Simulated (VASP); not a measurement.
Set up this calculation in VASP 6.6.1, as the native input.

```
Task                   : single point
Functional             : PBEsol
Potentials or basis    : VASP PAW PBE potentials, release 64 (Al, Ni)
Cutoff                 : 520 eV
k mesh                 : 16 × 16 × 16
Occupations            : gaussian, width 0.15 eV
Spin                   : no spin polarisation
Dipole correction      : no
Further INCAR settings : ALGO = Fast; EDIFF = 1e-06; NBANDS = 14
```

The structure of AlNi lies in POSCAR:

```
AlNi
1.0
    2.0211996418     -2.0211459310      0.0000000000
    2.0211996418      2.0211459310      0.0000000000
    0.0000000000      0.0000000000      2.8688666946
Al Ni
1 1
Direct
   -0.0265885805      0.0000000000     -0.0331141214
    0.5122228531      0.5000000000      0.5152226646
```

This cell differs from its parent crystal: atoms displaced along several vibrational modes.

One way to write it, as run:

INCAR

```
PREC = Accurate
ENCUT = 520
EDIFF = 1E-6
ISMEAR = 0
SIGMA = 0.15
LREAL = F
LASPH = T
NELM = 100
ALGO = Fast
ISIF = 2
LWAVE = F
LCHARG = T
GGA = PS
LELF = T
LVHAR = T
NBANDS = 14
```

KPOINTS

```
regular mesh
0
Gamma
  16 16 16
```

Potentials or basis: VASP PAW PBE potentials, release 64 (Al, Ni).

Command:

```bash
$ cat potpaw_PBE.64/Al/POTCAR potpaw_PBE.64/Ni/POTCAR > POTCAR
$ mpirun -np 1 vasp_std > vasp.out
```

Results of the run:

```json
{
 "Pressure": "2.5 GPa",
 "Largest force": "1.168 eV/Å",
 "Band gap on the k mesh": "zero (an odd number of electrons rules out a gap without spin polarisation)"
}
```

Caveat: the cell differs from its parent crystal (atoms displaced along several vibrational modes); the PAW data sets were made with another functional, which shifts forces and pressure a little.

It took 4.7 min on 1 thread of Intel(R) Xeon(R) Platinum 8488C (Sapphire Rapids) (shared host), peak memory 0.75 GiB.
